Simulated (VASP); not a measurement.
# C (Cmme) in VASP: a series of runs

The runs below take C through single point, with PBE.

Program: VASP 6.6.1. These are calculated values, not measurements. Logs are shortened: lines on timing, memory, paths and dates and some standing lists are left out, and cuts for length are marked.

## Step 1: The cell of the first run

It takes space group Cmme (No. 67, orthorhombic). Conventional cell: a = 2.551 Å, b = 4.419 Å, c = 9.006 Å, α = 90.00°, β = 90.00°, γ = 90.00°. Within 2.0 Å of C (site symmetry m) lie 3 C at 1.47 Å.

## Step 2: Single point, PBE (12.69 Å³/atom)

Contents of INCAR:

```
PREC = Accurate
ENCUT = 520
EDIFF = 1E-7
ISMEAR = 0
SIGMA = 0.15
LREAL = F
LASPH = T
NELM = 80
ALGO = Normal
ISIF = 2
LWAVE = F
LCHARG = F
GGA = PE
NBANDS = 16
```

Contents of KPOINTS:

```
regular mesh
0
Gamma
  21 21 6
```

Contents of POSCAR:

```
C
1.0
    1.2756567802     -2.2094463600      0.0000000000
    1.2756567802      2.2094463600      0.0000000000
    0.0000000000      0.0000000000      9.0062242196
C
4
Direct
    0.0833329406      0.9166670594      0.7503043452
    0.5833329406      0.4166670594      0.2496956548
    0.9166670594      0.0833329406      0.2496956548
    0.4166670594      0.5833329406      0.7503043452
```

Potentials or basis: VASP PAW PBE potentials, release 64 (C).

Launch:

```sh
$ cat potpaw_PBE.64/C/POTCAR > POTCAR
$ mpirun -np 1 vasp_std > vasp.out
```

OUTCAR:

```text
PREC = Accurate
   ENCUT = 520
   EDIFF = 1E-7
   ISMEAR = 0
   LREAL = F
   LASPH = T
   NELM = 80
   ISIF = 2
   GGA = PE

 ion  position               nearest neighbor table
   1  0.083  0.917  0.750-   4 1.47   4 1.47   4 1.47
   2  0.583  0.417  0.250-   3 1.47   3 1.47   3 1.47
   3  0.917  0.083  0.250-   2 1.47   2 1.47   2 1.47
   4  0.417  0.583  0.750-   1 1.47   1 1.47   1 1.47

  LATTYP: Found a base centered orthorhombic cell.
 ALAT       =     2.5513135604
 B/A-ratio  =     1.7320069115
 C/A-ratio  =     3.5300342378

  Lattice vectors:

 A1 = (   1.2756567802,  -2.2094463600,   0.0000000000)
 A2 = (   1.2756567802,   2.2094463600,   0.0000000000)
 A3 = (   0.0000000000,   0.0000000000,   9.0062242196)

Analysis of symmetry for initial positions (statically):
=====================================================================
 Subroutine PRICEL returns:
 Original cell was already a primitive cell.

 Routine SETGRP: Setting up the symmetry group for a
 base centered orthorhombic supercell.

 Subroutine GETGRP returns: Found  8 space group operations
 (whereof  4 operations were pure point group operations)
 out of a pool of  8 trial point group operations.

The static configuration has the point symmetry C_2h.
 The point group associated with its full space group is D_2h.

Analysis of symmetry for dynamics (positions and initial velocities):
=====================================================================
 Subroutine PRICEL returns:
 Original cell was already a primitive cell.

 Routine SETGRP: Setting up the symmetry group for a
 base centered orthorhombic supercell.

 Subroutine GETGRP returns: Found  8 space group operations
 (whereof  4 operations were pure point group operations)
 out of a pool of  8 trial point group operations.

The dynamic configuration has the point symmetry C_2h.
 The point group associated with its full space group is D_2h.

 Subroutine INISYM returns: Found  8 space group operations
 (whereof  4 operations are pure point group operations),
 and found     1 'primitive' translations

----------------------------------------------------------------------------------------

                                     Primitive cell

  volume of cell :      50.7680

  direct lattice vectors                    reciprocal lattice vectors
     1.275656780 -2.209446360  0.000000000     0.391954958 -0.226301036  0.000000000
[... 92 lines left out ...]
   EDIFFG = 0.1E-05   stopping-criterion for IOM
   NSW    =      0    number of steps for IOM
   IBRION =     -1    ionic relax: 0-MD 1-quasi-New 2-CG
   NFREE  =      0    steps in history (QN), initial steepest desc. (CG)
   ISIF   =      2    stress and relaxation
   ISYM   =      2    0-nonsym 1-usesym 2-fastsym
   POTIM  = 0.5000    time-step for ionic-motion
   TEBEG  =    0.0;   TEEND  =   0.0 temperature during run
   PSTRESS=    0.0 pullay stress
   NELECT =      16.0000    total number of electrons
   NUPDOWN=      -1.0000    fix difference up-down
   EMIN   =  10.00;   EMAX   =-10.00  energy-range for DOS
   EFERMI =   0.00;   METHOD = LEGACY
   ISMEAR =     0;   SIGMA  =   0.15  broadening in eV -4-tet -1-fermi 0-gaus
   EFERMI_NEDOS =   21; number of points for ismear=-14 and -15
   IALGO  =     38    algorithm
   IMIX   =      4    mixing-type and parameters
     AMIX     =   0.40;   BMIX     =  1.00
     AMIX_MAG =   1.60;   BMIX_MAG =  1.00
  volume/ion in A,a.u.               =      12.69        85.65
  Fermi-wavevector in a.u.,A,eV,Ry     =   1.114085  2.105314 16.887338  1.241184
  Thomas-Fermi vector in A             =   2.250676
   LORBIT       =      0    0 simple, 1 ext, 2 COOP (PROOUT), +10 PAW based schemes
   GGA     = PE    functional components
   LHFCALC =     F    Hartree Fock is set to
   AEXX    =    0.0000 exact exchange contribution
   IVDW    =     0    specifies the selected vdW correction
   LEPSILON=     F    determine dielectric tensor
   LRPA    =     F    only Hartree local field effects (RPA)
 non-spin polarized calculation
 Gauss-broadening in eV      SIGMA  =   0.15
  energy-cutoff  :      520.00
  volume of cell :       50.77
 maximum number of plane-waves:      1389
   NGX =  9   NGY =  9   NGZ = 33

 number of electron      16.0000001 magnetization

 Free energy of the ion-electron system (eV)
  ---------------------------------------------------
  ext. energy  EPLUGINS =         0.00000000
  ---------------------------------------------------
  free energy    TOTEN  =       -36.62259224 eV

  energy without entropy =      -36.62119834  energy(sigma->0) =      -36.62189529

 E-fermi :   1.9048     XC(G=0):  -8.2297

 val. band max:        1.9042861318   @ k =   0.3333   0.3333   0.5000
 cond. band min:       1.9048927959   @ k =   0.3333   0.3333   0.5000
 fundamental gap:      0.0006066641
 Fermi energy:         1.9047581006

 k-point     1 :       0.0000    0.0000    0.0000
  band No.  band energies     occupation
      1     -16.8224      2.00000
      2     -16.8004      2.00000
      3      -5.2218      2.00000
      4      -4.8674      2.00000
      5      -1.1648      2.00000
      6      -1.1642      2.00000
[... 433 lines left out ...]
      3      -8.0011      2.00000
      4      -7.9927      2.00000
      5      -3.9676      2.00000
      6      -3.9661      2.00000
[... 8 lines left out ...]
     15      14.8182      0.00000
     16      15.6720      0.00000

 [... further k-points ...]

------------------------ aborting loop because EDIFF is reached ----------------------------------------

  FORCE on cell =-STRESS in cart. coord.  units (eV):
  Direction    XX          YY          ZZ          XY          YZ          ZX
  --------------------------------------------------------------------------------------
  -------------------------------------------------------------------------------------
  Total       -8.3726847     -8.3712435     -0.0236833      0.0000000      0.0000000      0.0000000
  in kB     -264.2319094   -264.1864274     -0.7474163      0.0000000      0.0000000      0.0000000
  external PRESSURE =    -176.3885843 kB  Pullay stress =       0.0000000 kB

 VOLUME and BASIS-vectors are now :
 -----------------------------------------------------------------------------
  energy-cutoff  :      520.00
  volume of cell :       50.77
      direct lattice vectors                 reciprocal lattice vectors
     1.275656780 -2.209446360  0.000000000     0.391954958 -0.226301036  0.000000000
     1.275656780  2.209446360  0.000000000     0.391954958  0.226301036  0.000000000
     0.000000000  0.000000000  9.006224220     0.000000000  0.000000000  0.111034322

 POSITION                                       TOTAL-FORCE (eV/Angst)
 -----------------------------------------------------------------------------------
      1.27566      1.84121      6.75741         0.000000      0.000182     -0.000033
      1.27566     -0.36824      2.24882         0.000000      0.000182      0.000033
      1.27566     -1.84121      2.24882         0.000000     -0.000182      0.000033
      1.27566      0.36824      6.75741         0.000000     -0.000182     -0.000033
 -----------------------------------------------------------------------------------
    total drift:                                0.000000      0.000000      0.000000

  FREE ENERGIE OF THE ION-ELECTRON SYSTEM (eV)
  ---------------------------------------------------
  free  energy   TOTEN  =       -36.6225922372 eV

  energy  without entropy=      -36.6211983408  energy(sigma->0) =      -36.62189529
```

Run time: 5.8 min. Hardware: 1 thread of AMD EPYC 7R13 (Zen 3), shared host; peak memory 0.35 GiB.

What came out:

```yaml
Free_energy: -36.6226 eV
Pressure: -17.6 GPa
Band_gap_on_the_k_mesh: zero (filled and empty bands touch)
```

Stress tensor (GPa, compression positive):
```
-26.42   0.00   0.00
  0.00 -26.42   0.00
  0.00   0.00  -0.07
```

Caveat: the stress differs along the axes, from -26 to -0 GPa; this functional lacks dispersion, which binds layers or chains, so the pressure and a relaxed spacing across them are unreliable.

## Step 3: Single point, PBE (13.30 Å³/atom)

This run uses another cell than the first one, of 13.30 Å³/atom.

Contents of INCAR:

```
PREC     = Accurate       # precision mode
ENCUT    = 520            # plane-wave cutoff, eV
EDIFF    = 1E-7           # SCF threshold, eV
ISMEAR   = 0              # smearing method
SIGMA    = 0.15           # smearing width, eV
LREAL    = F              # projectors in reciprocal space
LASPH    = T              # aspherical terms in the spheres
NELM     = 80             # most SCF steps
ALGO     = Normal         # electronic algorithm
ISIF     = 2              # what is computed and relaxed
LWAVE    = F              # write WAVECAR
LCHARG   = F              # write CHGCAR
GGA      = PE             # functional
NBANDS   = 16             # bands
```

Contents of KPOINTS:

```
Automatic mesh
0
Gamma
  21 21 6
```

Contents of POSCAR:

```
C
1.0
    1.3191465686     -2.2244873664      0.0000000000
    1.3191465686      2.2244873664      0.0000000000
    0.0000000000      0.0000000000      9.0675349076
C
4
Direct
    0.0833329406      0.9166670594      0.7503043452
    0.5833329406      0.4166670594      0.2496956548
    0.9166670594      0.0833329406      0.2496956548
    0.4166670594      0.5833329406      0.7503043452
```

Potentials or basis: VASP PAW PBE potentials, release 64 (C).

Launch:

```sh
$ cat potpaw_PBE.64/C/POTCAR > POTCAR
$ mpirun -np 1 vasp_std > vasp.out
```

OUTCAR:

```text
PREC = Accurate
   ENCUT = 520
   EDIFF = 1E-7
   ISMEAR = 0
   LREAL = F
   LASPH = T
   NELM = 80
   ISIF = 2
   GGA = PE

 ion  position               nearest neighbor table
   1  0.083  0.917  0.750-   4 1.48   4 1.51   4 1.51
   2  0.583  0.417  0.250-   3 1.48   3 1.51   3 1.51
   3  0.917  0.083  0.250-   2 1.48   2 1.51   2 1.51
   4  0.417  0.583  0.750-   1 1.48   1 1.51   1 1.51

  LATTYP: Found a base centered orthorhombic cell.
 ALAT       =     2.6382931372
[... 655 lines left out ...]

  FORCE on cell =-STRESS in cart. coord.  units (eV):
  Direction    XX          YY          ZZ          XY          YZ          ZX
  --------------------------------------------------------------------------------------
  -------------------------------------------------------------------------------------
  Total      -14.9250513    -10.5716006     -0.0227768      0.0000000      0.0000000      0.0000000
  in kB     -449.3494231   -318.2798194     -0.6857428      0.0000000      0.0000000      0.0000000
  external PRESSURE =    -256.1049951 kB  Pullay stress =       0.0000000 kB

 VOLUME and BASIS-vectors are now :
 -----------------------------------------------------------------------------
  energy-cutoff  :      520.00
  volume of cell :       53.22
      direct lattice vectors                 reciprocal lattice vectors
     1.319146569 -2.224487366  0.000000000     0.379032938 -0.224770888  0.000000000
     1.319146569  2.224487366  0.000000000     0.379032938  0.224770888  0.000000000
     0.000000000  0.000000000  9.067534908     0.000000000  0.000000000  0.110283557

 POSITION                                       TOTAL-FORCE (eV/Angst)
 -----------------------------------------------------------------------------------
      1.31915      1.85374      6.80341         0.000000     -0.019754     -0.000036
      1.31915     -0.37075      2.26412         0.000000     -0.019754      0.000036
      1.31915     -1.85374      2.26412         0.000000      0.019754      0.000036
      1.31915      0.37075      6.80341         0.000000      0.019754     -0.000036
 -----------------------------------------------------------------------------------
    total drift:                               -0.000000      0.000000      0.000000

  FREE ENERGIE OF THE ION-ELECTRON SYSTEM (eV)
  ---------------------------------------------------
  free  energy   TOTEN  =       -36.1663556025 eV

  energy  without entropy=      -36.1657722659  energy(sigma->0) =      -36.16606393
```

OSZICAR:

```text
N       E                     dE             d eps       ncg     rms          rms(c)
DAV:   1     0.462710531119E+02    0.46271E+02   -0.73229E+03 15496   0.875E+02
DAV:   2    -0.334736485645E+02   -0.79745E+02   -0.71986E+02 21632   0.182E+02
DAV:   3    -0.375752118404E+02   -0.41016E+01   -0.40696E+01 20928   0.404E+01
DAV:   4    -0.376289053705E+02   -0.53694E-01   -0.53649E-01 19856   0.547E+00
DAV:   5    -0.376300371211E+02   -0.11318E-02   -0.11312E-02 20208   0.756E-01    0.721E+00
DAV:   6    -0.365478844436E+02    0.10822E+01   -0.80950E-01 18680   0.508E+00    0.423E+00
DAV:   7    -0.361587430192E+02    0.38914E+00   -0.10707E+00 19456   0.590E+00    0.992E-01
DAV:   8    -0.361660833242E+02   -0.73403E-02   -0.36960E-02 17672   0.111E+00    0.103E-01
DAV:   9    -0.361661166829E+02   -0.33359E-04   -0.64513E-04 21616   0.170E-01    0.737E-02
DAV:  10    -0.361663562204E+02   -0.23954E-03   -0.58052E-04 17072   0.154E-01    0.409E-02
DAV:  11    -0.361663539403E+02    0.22801E-05   -0.10701E-05 21376   0.224E-02    0.578E-03
DAV:  12    -0.361663555999E+02   -0.16596E-05   -0.13012E-06 17608   0.102E-02    0.129E-03
DAV:  13    -0.361663556025E+02   -0.26407E-08   -0.19542E-07 20536   0.285E-03
   1 F= -.36166356E+02 E0= -.36166064E+02  d E =-.583337E-03
```

stdout:

```text
POSCAR found type information on POSCAR C
 POSCAR found :  1 types and       4 ions
 scaLAPACK will be used
 LDA part: xc-table for (Slater+PW92), standard interpolation
 POSCAR, INCAR and KPOINTS ok, starting setup
 FFT: planning ... GRIDC
 FFT: planning ... GRID_SOFT
 FFT: planning ... GRID
 WAVECAR not read
 entering main loop
```

It took 8.9 min on 1 thread of Oxide Virtual Turin-like, shared host; peak memory 0.36 GiB.

Results:

- Free energy: -36.1664 eV
- Pressure: -25.6 GPa
- Largest force: 0.020 eV/Å

Forces in eV/Å, atoms in the order of the input:
```
C    0.000 -0.020  0.000
C    0.000 -0.020  0.000
C    0.000  0.020  0.000
C    0.000  0.020  0.000
```

Stress tensor (GPa, compression positive):
```
-44.93   0.00   0.00
  0.00 -31.83   0.00
  0.00   0.00  -0.07
```

Caveat: the stress differs along the axes, from -45 to -0 GPa; this functional lacks dispersion, which binds layers or chains, so the pressure and a relaxed spacing across them are unreliable.

(Part 1 of 2 ends here.)
